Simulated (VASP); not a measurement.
# TaSi2 (P6_222) in VASP: single point with PBEsol

Aim: the single point of TaSi2 with PBEsol.

All numbers are computed with VASP 6.6.1; they aren't measurements. Logs are shortened: lines on timing, memory, paths and dates and some standing lists are left out, and cuts for length are marked.

### 1 The cell of the first run

It takes space group P6_222 (No. 180, hexagonal). The conventional cell has a = 4.780 Å, b = 4.780 Å, c = 6.564 Å, α = 90.00°, β = 90.00°, γ = 120.00°. Ta (site symmetry 222) has 10 Si at 2.59 to 2.76 Å and 4 Ta at 3.24 Å within 3.4 Å. Si (site symmetry 2) has 9 Si at 2.59 to 3.24 Å and 5 Ta at 2.59 to 2.76 Å within 3.4 Å.

### 2 Single point, PBEsol

Input file INCAR:

```
ALGO     = Normal         # electronic algorithm
EDIFF    = 1E-6           # SCF threshold, eV
ENCUT    = 520            # plane-wave cutoff, eV
GGA      = PS             # functional
ISIF     = 2              # what is computed and relaxed
ISMEAR   = -1             # smearing method
LASPH    = T              # aspherical terms in the spheres
LCHARG   = F              # write CHGCAR
LREAL    = F              # projectors in reciprocal space
LWAVE    = F              # write WAVECAR
NBANDS   = 38             # bands
NELM     = 80             # most SCF steps
PREC     = Accurate       # precision mode
SIGMA    = 0.15           # smearing width, eV
```

Input file KPOINTS:

```
k-points
0
Gamma
  6 6 4
```

Input file POSCAR:

```
TaSi2
1.0
    4.7800000000      0.0000000000      0.0000000000
   -2.3900000000      4.1396010000      0.0000000000
    0.0000000000      0.0000000000      6.5640000000
Ta Si
3 6
Direct
    0.5000000000      0.0000000000      0.5000000000
    0.5000000000      0.5000000000      0.8333333333
    0.0000000000      0.5000000000      0.1666666667
    0.1666666667      0.3333000000      0.5000000000
    0.8333333333      0.1666666667      0.8333333333
    0.6667000000      0.8333333333      0.1666666667
    0.8333333333      0.6667000000      0.5000000000
    0.1666666667      0.8333333333      0.8333333333
    0.3333000000      0.1666666667      0.1666666667
```

Potentials or basis: VASP PAW PBE potentials, release 64 (Ta_pv, Si).

Command:

```bash
> cat potpaw_PBE.64/Ta_pv/POTCAR potpaw_PBE.64/Si/POTCAR > POTCAR
> mpirun -np 1 vasp_std > vasp.out
```

OUTCAR:

```text
EDIFF = 1E-6
   ENCUT = 520
   GGA = PS
   ISIF = 2
   ISMEAR = -1
   LASPH = T
   LREAL = F
   NELM = 80
   PREC = Accurate

 ion  position               nearest neighbor table
   1  0.500  0.000  0.500-   5 2.59   8 2.59   6 2.59   9 2.59   4 2.76   7 2.76   4 2.76   7 2.76
                             4 2.76   7 2.76   2 3.24   2 3.24   3 3.24   3 3.24
   2  0.500  0.500  0.833-   6 2.59   9 2.59   7 2.59   4 2.59   5 2.76   8 2.76   5 2.76   8 2.76
                             8 2.76   5 2.76   1 3.24   1 3.24   3 3.24   3 3.24
   3  0.000  0.500  0.167-   5 2.59   8 2.59   7 2.59   4 2.59   6 2.76   9 2.76   9 2.76   6 2.76
                             6 2.76   9 2.76   1 3.24   1 3.24   2 3.24   2 3.24
   4  0.167  0.333  0.500-   9 2.59   2 2.59   5 2.59   3 2.59   7 2.76   1 2.76   1 2.76   7 2.76
                             1 2.76   7 2.76
   5  0.833  0.167  0.833-   3 2.59   6 2.59   1 2.59   4 2.59   8 2.76   2 2.76   2 2.76   8 2.76
                             2 2.76   8 2.76
   6  0.667  0.833  0.167-   7 2.59   2 2.59   5 2.59   1 2.59   9 2.76   3 2.76   3 2.76   9 2.76
                             3 2.76   9 2.76
   7  0.833  0.667  0.500-   6 2.59   2 2.59   8 2.59   3 2.59   4 2.76   1 2.76   1 2.76   4 2.76
                             1 2.76   4 2.76
   8  0.167  0.833  0.833-   3 2.59   9 2.59   1 2.59   7 2.59   5 2.76   2 2.76   5 2.76   2 2.76
                             2 2.76   5 2.76
   9  0.333  0.167  0.167-   4 2.59   2 2.59   8 2.59   1 2.59   6 2.76   3 2.76   3 2.76   6 2.76
                             3 2.76   6 2.76

  LATTYP: Found a hexagonal cell.
 ALAT       =     4.7800000000
 C/A-ratio  =     1.3732217573

  Lattice vectors:

 A1 = (   4.7800000000,   0.0000000000,   0.0000000000)
 A2 = (  -2.3900000000,   4.1396010000,   0.0000000000)
 A3 = (   0.0000000000,   0.0000000000,   6.5640000000)

Analysis of symmetry for initial positions (statically):
=====================================================================
 Subroutine PRICEL returns:
 Original cell was already a primitive cell.

 Routine SETGRP: Setting up the symmetry group for a
 hexagonal supercell.

 Subroutine GETGRP returns: Found  4 space group operations
 (whereof  2 operations were pure point group operations)
 out of a pool of 24 trial point group operations.

The static configuration has the point symmetry C_2 .
 The point group associated with its full space group is D_2 .

Analysis of symmetry for dynamics (positions and initial velocities):
=====================================================================
 Subroutine PRICEL returns:
 Original cell was already a primitive cell.

 Routine SETGRP: Setting up the symmetry group for a
 hexagonal supercell.

 Subroutine GETGRP returns: Found  4 space group operations
 (whereof  2 operations were pure point group operations)
 out of a pool of 24 trial point group operations.

The dynamic configuration has the point symmetry C_2 .
 The point group associated with its full space group is D_2 .

 Subroutine INISYM returns: Found  4 space group operations
 (whereof  2 operations are pure point group operations),
 and found     1 'primitive' translations

----------------------------------------------------------------------------------------

                                     Primitive cell

  volume of cell :     129.8838

  direct lattice vectors                    reciprocal lattice vectors
     4.780000000  0.000000000  0.000000000     0.209205021  0.120784588  0.000000000
    -2.390000000  4.139601000  0.000000000     0.000000000  0.241569175  0.000000000
     0.000000000  0.000000000  6.564000000     0.000000000  0.000000000  0.152346130

  length of vectors
     4.780000000  4.779999628  6.564000000     0.241569157  0.241569175  0.152346130

  position of ions in fractional coordinates (direct lattice)
     0.500000000  0.000000000  0.500000000
     0.500000000  0.500000000  0.833333333
     1.000000000  0.500000000  0.166666667
     0.166666667  0.333300000  0.500000000
     0.833333333  0.166666667  0.833333333
     0.666700000  0.833333333  0.166666667
     0.833333333  0.666700000  0.500000000
     0.166666667  0.833333333  0.833333333
     0.333300000  0.166666667  0.166666667

  ion indices of the primitive-cell ions
   primitive index   ion index
                 1           1
                 2           2
                 3           3
                 4           4
                 5           5
                 6           6
                 7           7
                 8           8
                 9           9

----------------------------------------------------------------------------------------

 KPOINTS: k-points

Automatic generation of k-mesh.
 Grid dimensions read from file:
 generate k-points for:    6    6    4

 Generating k-lattice:

  Cartesian coordinates                     Fractional coordinates (reciprocal lattice)
     0.034867503  0.020130765  0.000000000     0.166666667 -0.000000000  0.000000000
     0.000000000  0.040261529  0.000000000     0.000000000  0.166666667  0.000000000
     0.000000000  0.000000000  0.038086533     0.000000000  0.000000000  0.250000000

  Length of vectors
     0.040261526  0.040261529  0.038086533

  Shift w.r.t. Gamma in fractional coordinates (k-lattice)
     0.000000000  0.000000000  0.000000000

 Subroutine IBZKPT returns following result:
 ===========================================

 Found     39 irreducible k-points:

 Following reciprocal coordinates:
            Coordinates               Weight
  0.000000  0.000000  0.000000      1.000000
  0.166667  0.000000  0.000000      4.000000
 -0.166667  0.166667  0.000000      2.000000
  0.333333  0.000000  0.000000      4.000000
 -0.333333  0.333333  0.000000      2.000000
  0.500000  0.000000  0.000000      2.000000
[... 16 lines left out ...]
  0.333333  0.166667  0.250000      8.000000
 -0.166667  0.500000  0.250000      8.000000
 [... further k-points ...]
   k-points           NKPTS =     39   k-points in BZ     NKDIM =     39   number of bands    NBANDS=     38
   number of dos      NEDOS =    301   number of ions     NIONS =      9
   total plane-waves  NPLWV =  64800
   dimension x,y,z NGX =    36 NGY =   36 NGZ =   50
   dimension x,y,z NGXF=    72 NGYF=   72 NGZF=  100
   ions per type =               3   6
   NGX,Y,Z   is equivalent  to a cutoff of  12.52, 12.52, 12.66 a.u.
   NGXF,Y,Z  is equivalent  to a cutoff of  25.04, 25.04, 25.33 a.u.
 SYSTEM =  unknown system
   PREC   = accura    normal or accurate (medium, high low for compatibility)
   ISTART =      0    job   : 0-new  1-cont  2-samecut
   ICHARG =      2    charge: 1-file 2-atom 10-const
   ISPIN  =      1    spin polarized calculation?
   LNONCOLLINEAR =      F non collinear calculations
   LSORBIT =      F    spin-orbit coupling
   LASPH  =      T    aspherical Exc in radial PAW
   ENCUT  =  520.0 eV  38.22 Ry    6.18 a.u.   8.89  8.89 12.20*2*pi/ulx,y,z
   NELM   =     80;   NELMIN=  2; NELMDL= -5     # of ELM steps
   EDIFF  = 0.1E-05   stopping-criterion for ELM
   LREAL  =      F    real-space projection
   EDIFFG = 0.1E-04   stopping-criterion for IOM
   NSW    =      0    number of steps for IOM
   IBRION =     -1    ionic relax: 0-MD 1-quasi-New 2-CG
   NFREE  =      0    steps in history (QN), initial steepest desc. (CG)
   ISIF   =      2    stress and relaxation
   ISYM   =      2    0-nonsym 1-usesym 2-fastsym
   POTIM  = 0.5000    time-step for ionic-motion
   TEBEG  =    0.0;   TEEND  =   0.0 temperature during run
   PSTRESS=    0.0 pullay stress
   NELECT =      57.0000    total number of electrons
   NUPDOWN=      -1.0000    fix difference up-down
   EMIN   =  10.00;   EMAX   =-10.00  energy-range for DOS
   EFERMI =   0.00;   METHOD = LEGACY
   ISMEAR =    -1;   SIGMA  =   0.15  broadening in eV -4-tet -1-fermi 0-gaus
   EFERMI_NEDOS =   21; number of points for ismear=-14 and -15
   IALGO  =     38    algorithm
   IMIX   =      4    mixing-type and parameters
     AMIX     =   0.40;   BMIX     =  1.00
     AMIX_MAG =   1.60;   BMIX_MAG =  1.00
  volume/ion in A,a.u.               =      14.43        97.39
  Fermi-wavevector in a.u.,A,eV,Ry     =   1.244079  2.350969 21.058197  1.547734
  Thomas-Fermi vector in A             =   2.378362
   LORBIT       =      0    0 simple, 1 ext, 2 COOP (PROOUT), +10 PAW based schemes
   GGA     = PS    functional components
   LHFCALC =     F    Hartree Fock is set to
   AEXX    =    0.0000 exact exchange contribution
   IVDW    =     0    specifies the selected vdW correction
   LEPSILON=     F    determine dielectric tensor
   LRPA    =     F    only Hartree local field effects (RPA)
 non-spin polarized calculation
  energy-cutoff  :      520.00
  volume of cell :      129.88
 maximum number of plane-waves:      3546
   NGX = 17   NGY = 17   NGZ = 25

 number of electron      57.0000001 magnetization

 Free energy of the ion-electron system (eV)
  ---------------------------------------------------
  ext. energy  EPLUGINS =         0.00000000
  ---------------------------------------------------
  free energy    TOTEN  =       -77.33897035 eV

  energy without entropy =      -77.11475340  energy(sigma->0) =      -77.22686188

 E-fermi :   9.2754     XC(G=0): -12.1625

 val. band max:        9.2599652942   @ k =  -0.1667   0.5000   0.5000
 cond. band min:       9.2841771816   @ k =   0.5000   0.5000   0.2500
 fundamental gap:      0.0242118873
 Fermi energy:         9.2754259185

 k-point     1 :       0.0000    0.0000    0.0000
  band No.  band energies     occupation
      1     -25.0296      2.00000
      2     -25.0296      2.00000
      3     -25.0235      2.00000
      4     -24.9268      2.00000
      5     -24.9268      2.00000
      6     -24.8630      2.00000
[... 30 lines left out ...]
     37      13.2765      0.00000
     38      13.4372      0.00000
[... 941 lines left out ...]
     37      12.6261      0.00000
     38      12.9659      0.00000

 [... further k-points ...]

------------------------ aborting loop because EDIFF is reached ----------------------------------------

  FORCE on cell =-STRESS in cart. coord.  units (eV):
  Direction    XX          YY          ZZ          XY          YZ          ZX
  --------------------------------------------------------------------------------------
  -------------------------------------------------------------------------------------
  Total       -1.5350953     -1.5355014      1.0407051     -0.0003520      0.0000000      0.0000000
  in kB      -18.9361192    -18.9411285     12.8375841     -0.0043416      0.0000000      0.0000000
  external PRESSURE =      -8.3465546 kB  Pullay stress =       0.0000000 kB

 VOLUME and BASIS-vectors are now :
 -----------------------------------------------------------------------------
  energy-cutoff  :      520.00
  volume of cell :      129.88
      direct lattice vectors                 reciprocal lattice vectors
     4.780000000  0.000000000  0.000000000     0.209205021  0.120784588  0.000000000
    -2.390000000  4.139601000  0.000000000     0.000000000  0.241569175  0.000000000
     0.000000000  0.000000000  6.564000000     0.000000000  0.000000000  0.152346130

 POSITION                                       TOTAL-FORCE (eV/Angst)
 -----------------------------------------------------------------------------------
      2.39000      0.00000      3.28200        -0.000000     -0.000000     -0.000749
      1.19500      2.06980      5.47000        -0.000000     -0.000000      0.000000
     -1.19500      2.06980      1.09400        -0.000000     -0.000000      0.000749
      0.00008      1.37973      3.28200        -0.000991     -0.697892     -0.000061
      3.58500      0.68993      5.47000         0.605238     -0.349434      0.000000
      1.19516      3.44967      1.09400         0.603897      0.349804      0.000061
      2.38992      2.75987      3.28200         0.000991      0.697892     -0.000061
     -1.19500      3.44967      5.47000        -0.605238      0.349434      0.000000
      1.19484      0.68993      1.09400        -0.603897     -0.349804      0.000061
 -----------------------------------------------------------------------------------
    total drift:                                0.000000      0.000000      0.000000

  FREE ENERGIE OF THE ION-ELECTRON SYSTEM (eV)
  ---------------------------------------------------
  free  energy   TOTEN  =       -77.3389703511 eV

  energy  without entropy=      -77.1147533991  energy(sigma->0) =      -77.22686188
```

Wall time 4.8 min (1 thread of Intel Xeon 8259CL, shared host); peak memory 0.33 GiB.

Results:

```yaml
Free_energy: -77.3390 eV
Pressure: -0.8 GPa
Largest_force: 0.699 eV/Å
Band_gap_on_the_k_mesh: zero (an odd number of electrons rules out a gap without spin polarisation)
```

Forces on the atoms (eV/Å):
```
Ta   0.000  0.000 -0.001
Ta   0.000  0.000  0.000
Ta   0.000  0.000  0.001
Si  -0.001 -0.698  0.000
Si   0.605 -0.349  0.000
Si   0.604  0.350  0.000
Si   0.001  0.698  0.000
Si  -0.605  0.349  0.000
Si  -0.604 -0.350  0.000
```

Stress tensor (GPa, compression positive):
```
-1.89  0.00  0.00
 0.00 -1.89  0.00
 0.00  0.00  1.28
```

Levels at points of the mesh, in eV from the Fermi level:
| k point | band 26 | band 27 | band 28 | band 29 | band 30 | band 31 | band 32 | band 33 |
| --- | --- | --- | --- | --- | --- | --- | --- | --- |
| (0.00, 0.00, 0.00) | -2.26 | -2.26 | -2.21 | -1.76 | 0.56 | 3.13 | 3.13 | 3.46 |
| (0.50, 0.00, 0.00) | -1.12 | -0.77 | -0.02 | 0.18 | 0.79 | 1.23 | 1.68 | 2.07 |
| (0.50, 0.50, 0.00) | -1.12 | -0.77 | -0.02 | 0.18 | 0.79 | 1.23 | 1.68 | 2.07 |
| (0.00, 0.00, 0.50) | -2.00 | -1.99 | -1.65 | 1.05 | 1.05 | 2.84 | 2.84 | 3.17 |
| (0.50, 0.00, 0.50) | -1.97 | -1.68 | -0.74 | -0.12 | 1.53 | 1.93 | 2.45 | 2.53 |
| (0.50, 0.50, 0.50) | -1.97 | -1.68 | -0.74 | -0.12 | 1.53 | 1.93 | 2.45 | 2.52 |

Caveat: the PAW data sets were made with another functional, which shifts forces and pressure a little; spin-orbit coupling is left out, which moves the levels of the heavy elements.
